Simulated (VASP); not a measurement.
Runs of VASP 6.6.1 on Mo3W. The structure is that of space group P4/mmm (No. 123), or close to it. The cells are those of the table. 

| task | cell | k mesh | cutoff (eV) | gap on the mesh (eV) | pressure (GPa) | largest force (eV/Å) |
| --- | --- | --- | --- | --- | --- | --- |
| single point | a = 3.036, b = 3.036, c = 6.066 Å, 4 atoms | 14 × 14 × 8 | 520 | none | (a) | 0.02 |
| relaxation of shape and atoms at fixed volume | relaxed from a = 3.268, b = 3.268, c = 6.543 Å, 4 atoms | 14 × 14 × 8 | 600 | none | -20.8 | 0.01 |
| single point | a = 3.069, b = 3.069, c = 6.136 Å, 4 atoms | 14 × 14 × 8 | 520 | none | 31.8 | 0.01 |
| single point | a = 3.166, b = 3.166, c = 6.337 Å, 4 atoms | 6 × 6 × 4 | 520 | none | 0.6 | 0.02 |
| single point | a = 3.102, b = 3.102, c = 6.205 Å, 4 atoms | 14 × 14 × 8 | 520 | none | 19.7 | 0.01 |

Alike in all rows: level PBE; potentials or basis VASP PAW PBE potentials, release 64 (Mo_sv, W_sv); no spin polarisation; smearing gaussian 0.1 eV.

Question: Fill in the values left out.

Answer: (a) 46.0.

Caveats: spin-orbit coupling is left out, which moves the levels of the heavy elements; the cell stands under pressure (at least some runs).

A k mesh can miss the band edges, and the runs leave out spin-orbit coupling on Mo, W.

A gap of «none» marks levels without a gap at the run's occupations.
